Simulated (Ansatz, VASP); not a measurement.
# H in VASP and in Ansatz

INCAR

```
SYSTEM = H
  PREC = Accurate
  ENCUT = 520
  EDIFF = 1E-6
  ISMEAR = 0
  SIGMA = 0.05
  LREAL = .FALSE.
  LASPH = .TRUE.
  NELM = 80
  ALGO = Normal
  ISIF = 2
  LWAVE = .FALSE.
  LCHARG = .FALSE.
  GGA = PE
  IVDW = 12
  NBANDS = 6
```

KPOINTS

```
Automatic mesh
0
G
  10 10 26
  0 0 0
```

File POSCAR:

```
H
1.0
    2.5171568020      0.0000000000      0.0000000000
    0.0000000000      2.5171568020      0.0000000000
    0.0000000000      0.0000000000      1.0295175660
H
1
Direct
    0.0000000000      0.0000000000      0.5000000000
```

Input for Ansatz:

```yaml
crystal:
  lattice:
    - [2.517156802, 0.0, 0.0]
    - [0.0, 2.517156802, 0.0]
    - [0.0, 0.0, 1.029517566]
  atoms:
    - { symbol: H, position: [0.0, 0.0, 0.5] }
basis:
  ecutwfc: 420
kpoints:
  mp_grid: { grid: [10, 10, 26] }
hamiltonian:
  xc: pbe
  dispersion: d3bj
scf:
  occupations: { method: gaussian, width: 0.05 }
output:
  forces: true
  stress: true
  eigenvalues: true
```

Change from the starting cell: strain -0.050 along x and y, +0.050 along z, atoms carried along.

Alike in both runs: task single point; functional PBE; dispersion D3(BJ); k mesh 10 × 10 × 26; occupations gaussian, width 0.05 eV; no spin polarisation.

```csv
,VASP,Ansatz
version,VASP 6.6.1,Ansatz 0.2.0
potentials or method,"VASP PAW PBE potentials, release 64 (H), cutoff 520 eV","scalar-relativistic, plane waves, PAW"
valence electrons in the cell,1,1
```

Ansatz gave:

* gap on the k mesh at the Fermi level (eV): none
* pressure (GPa): -4.5
* traceless stress, the component that is largest in VASP (GPa): -9.85

Question: What did VASP give for the same quantities?

Answer: gap on the k mesh at the Fermi level (eV): none; pressure (GPa): -4.8; traceless stress, the component that is largest in VASP (GPa): -9.90.

A gap of «none» marks a metal or a gap that the smearing closes.
